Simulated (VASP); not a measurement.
Set up this calculation in VASP 6.6.1, as the native input.

| Property | Result |
| --- | --- |
| Task | single point |
| Functional | PBE |
| Potentials or basis | VASP PAW PBE potentials, release 64 (Y_sv, I) |
| Cutoff | 520 eV |
| k mesh | 4 × 4 × 4 |
| Occupations | gaussian, width 0.1 eV |
| Spin | no spin polarisation |
| Dipole correction | no |
| Further INCAR settings | ALGO = Normal; EDIFF = 1e-06; NBANDS = 34 |

The structure of Y4I lies in POSCAR:

```
Y4I
1.0
    5.3182435700      0.0000000000      0.0000000000
    0.0000000000      5.3182435700      0.0000000000
    0.0000000000      0.0000000000      5.3182435700
Y I
4 1
Direct
    0.0000000000      0.5000000000      0.5000000000
    0.5000000000      0.0000000000      0.5000000000
    0.5000000000      0.5000000000      0.0000000000
    0.0000000000      0.0000000000      0.0000000000
    0.5000000000      0.5000000000      0.5000000000
```

The cell was generated, and may not be a known phase.

These files were run (other wordings do the same):

INCAR

```
PREC = Accurate
ENCUT = 520
EDIFF = 1E-6
ISMEAR = 0
SIGMA = 0.1
LREAL = False
LASPH = True
NELM = 80
ALGO = Normal
ISIF = 2
LWAVE = False
LCHARG = False
GGA = PE
NBANDS = 34
```

KPOINTS

```
regular mesh
0
Gamma
  4 4 4
```

Potentials or basis: VASP PAW PBE potentials, release 64 (Y_sv, I).

The run is started by

```bash
$ cat potpaw_PBE.64/Y_sv/POTCAR potpaw_PBE.64/I/POTCAR > POTCAR
$ mpirun -np 1 vasp_std > vasp.out
```

It gave:

```json
{
 "Pressure": "12.9 GPa",
 "Band gap on the k mesh": "zero (an odd number of electrons rules out a gap without spin polarisation)"
}
```

Caveat: the cell stands under pressure; spin-orbit coupling is left out, which moves the levels of the heavy elements.

Run time: 70 s on 1 thread of AMD EPYC 7R43 64-Core Processor (Zen 3), with other jobs on the host, peak memory 0.22 GiB.
